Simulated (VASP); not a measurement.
SnO2: single point with LDA

SnO2:

```
Sn O
1.0
     4.72127    0.00000    0.00000
     0.00000    4.72425    0.00000
     0.00000    0.00000    3.28572
Sn O
2 4
Direct
  0.50000 0.50000 0.50000
  0.00000 0.00000 0.00000
  0.30557 0.30657 0.00000
  0.80557 0.19343 0.50000
  0.19443 0.80657 0.50000
  0.69443 0.69343 0.00000
```

This cell differs from its parent crystal: strain +0.000 along x and y, +0.030 along z.

```json
{
  "Program": "VASP 6.6.1",
  "Task": "single point",
  "Functional": "LDA",
  "Potentials or basis": "VASP PAW LDA potentials, release 64 (Sn_d, O)",
  "Cutoff": "520 eV",
  "k mesh": "6 × 6 × 8",
  "Occupations": "gaussian, width 0.05 eV",
  "Spin": "no spin polarisation"
}
```

- Pressure: -5.9 GPa
- Largest force: 0.156 eV/Å
- Band gap on the k mesh: 0.76 eV, direct

Forces on the atoms (eV/Å):
```
Sn   0.000  0.000  0.000
Sn   0.000  0.000  0.000
O    0.112  0.108  0.000
O    0.112 -0.108  0.000
O   -0.112  0.108  0.000
O   -0.112 -0.108  0.000
```

Stress tensor (GPa, compression positive):
```
 -3.51   0.00   0.00
  0.00  -3.52   0.00
  0.00   0.00 -10.80
```

Levels at points of the mesh, in eV from the valence-band top:
```
           k point  band 24  band 25  band 26  band 27  band 28  band 29
(0.00, 0.00, 0.00)    -0.74    -0.74     0.00     0.76     5.44     5.72
(0.50, 0.00, 0.00)    -1.29    -0.60    -0.60     4.01     4.01     6.46
(0.00, 0.50, 0.00)    -1.29    -0.61    -0.61     4.02     4.02     6.48
(0.50, 0.50, 0.00)    -1.44    -0.82    -0.82     4.33     4.33     6.99
(0.00, 0.00, 0.50)    -1.66    -1.23    -1.23     5.68     5.68     9.39
(0.50, 0.00, 0.50)    -1.05    -0.68    -0.68     5.99     5.99     7.80
(0.00, 0.50, 0.50)    -1.06    -0.68    -0.68     5.99     5.99     7.79
(0.50, 0.50, 0.50)    -0.92    -0.76    -0.76     4.44     4.44     8.52
```

Wall time 58 s on 1 thread of Intel(R) Xeon(R) 6975P-C (Granite Rapids), on a shared host, peak memory 0.26 GiB.

Caveat: the cell differs from its parent crystal (strain +0.000 along x and y, +0.030 along z); spin-orbit coupling is left out, which moves the levels of the heavy elements.
